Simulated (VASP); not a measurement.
Set up this calculation in VASP 6.6.1, as the native input.

```yaml
Task: single point
Functional: PBE
Potentials_or_basis: VASP PAW PBE potentials, release 64 (Ga_d, As, In_d)
Cutoff: 500 eV
k_mesh: 4 × 4 × 4
Occupations: fermi-dirac, width 0.02 eV
Spin: non-collinear spin, zero start, spin-orbit coupling
Starting_moments: "[[0.0, 0.0, 0.0], [0.0, 0.0, 0.0], [0.0, 0.0, 0.0], [0.0, 0.0, 0.0], [0.0, 0.0, 0.0], [0.0, 0.0, 0.0], [0.0, 0.0, 0.0], [0.0, 0.0, 0.0]] μB"
Dipole_correction: no
Further_INCAR_settings: ALGO = Normal; EDIFF = 1e-06; NBANDS = 90
```

The structure of InGa3As4 lies in POSCAR:

```
InGa3As4
1.0
    5.7792007558      0.0000000000      0.0000000000
    0.0000000000      5.7792007558      0.0000000000
    0.0000000000      0.0000000000      5.7792007558
Ga As In
3 4 1
Direct
    0.5000000000      0.0000000000      0.0000000000
    0.0000000000      0.5000000000      0.0000000000
    0.0000000000      0.0000000000      0.5000000000
    0.7595397503      0.2404602497      0.2404602497
    0.2404602497      0.7595397503      0.2404602497
    0.2404602497      0.2404602497      0.7595397503
    0.7595397503      0.7595397503      0.7595397503
    0.5000000000      0.5000000000      0.5000000000
```

One way to write it, as run:

INCAR

```
SYSTEM = InGa3As4
PREC = Accurate ; ENCUT = 500
EDIFF = 1E-6 ; ISMEAR = -1
SIGMA = 0.02 ; LREAL = .False.
LASPH = .True. ; NELM = 200
ALGO = Normal ; ISIF = 2
LWAVE = .False. ; LCHARG = .True.
LNONCOLLINEAR = .True. ; MAGMOM = 0 0 0 0 0 0 0 0 0 0 0 0 0 0 0 0 0 0 0 0 0 0 0 0
LORBIT = 11 ; LSORBIT = .True.
GGA_COMPAT = .False. ; LORBMOM = .True.
GGA = PE ; LVHAR = .True.
NBANDS = 90
```

KPOINTS

```
regular mesh
0
Gamma
  4 4 4
  0 0 0
```

Potentials or basis: VASP PAW PBE potentials, release 64 (Ga_d, As, In_d).

Launch:

```sh
$ cat potpaw_PBE.64/Ga_d/POTCAR potpaw_PBE.64/As/POTCAR potpaw_PBE.64/In_d/POTCAR > POTCAR
$ mpirun -np 1 vasp_ncl > vasp.out
```

Results of the run:

```
Pressure                                              : 2.7 GPa
Net moment                                            : 0.00 μB per cell
Valence electrons inside the program's atomic spheres : Ga 11.64; As 2.82; In 11.52
```

Wall time 12 min on 1 thread of Oxide Virtual Turin-like Processor, with other jobs on the host, peak memory 0.67 GiB.
